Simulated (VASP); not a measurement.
Runs of VASP 6.6.1 on KF. The structure is that of space group Fm-3m (No. 225), or close to it. The cells are those of the table. 

```tsv
cell	gap on the mesh (eV)	pressure (GPa)
a = 3.828, b = 3.828, c = 3.875 Å, angles 59.6, 59.6, 60.8°, 2 atoms	(c)	-0.2
a = 3.923, b = 3.923, c = 3.970 Å, angles 59.6, 59.6, 60.8°, 2 atoms	5.54	(b)
a = 3.782, b = 3.782, c = 3.686 Å, angles 60.8, 60.8, 58.3°, 2 atoms	6.25	(a)
a = 3.734, b = 3.734, c = 3.781 Å, angles 59.6, 59.6, 60.8°, 2 atoms	6.26	2.4
a = 3.875 Å, angles 60.0°, 2 atoms	5.79	-0.9
```

Alike in all rows: task single point; level PBE; potentials or basis VASP PAW PBE potentials, release 64 (K_sv, F); no spin polarisation; k mesh 8 × 8 × 8; cutoff (eV) 520; smearing gaussian 0.05 eV.

Q: Fill in the values left out.

A: (a) 2.6; (b) -1.9; (c) 5.88.

A k mesh can miss the band edges.
